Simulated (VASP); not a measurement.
Runs of VASP 6.6.1 on Si. The structure is that of space group Fd-3m (No. 227), or close to it. The cells are those of the table. 

```tsv
level	cell	k mesh	gap on the mesh (eV)	pressure (GPa)
PBE	a = 3.829 Å, angles 60.0°, 2 atoms	6 × 6 × 6	0.69	2.9
r2SCAN	a = 3.850 Å, angles 60.0°, 2 atoms	6 × 6 × 6	0.93	-0.2
PBE	a = 3.868 Å, angles 60.0°, 2 atoms	6 × 6 × 6	0.75	(a)
r2SCAN	a = 3.811 Å, angles 60.0°, 2 atoms	6 × 6 × 6	0.87	(c)
PBE	a = 3.850 Å, angles 60.0°, 2 atoms	8 × 8 × 8	(b)	1.2
PBE	a = 3.944 Å, angles 60.0°, 2 atoms	6 × 6 × 6	0.83	(d)
r2SCAN	a = 3.925 Å, angles 60.0°, 2 atoms	6 × 6 × 6	1.01	-5.2
```

Alike in all rows: task single point; potentials or basis VASP PAW PBE potentials, release 64 (Si); no spin polarisation; cutoff (eV) 520; smearing gaussian 0.01 eV.

Q: Fill in the values left out.

A: (a) 0.0; (b) 0.63; (c) 3.0; (d) -4.6.

Caveats: the PAW data sets were made with another functional, which shifts forces and pressure a little (some runs).

A k mesh can miss the band edges.
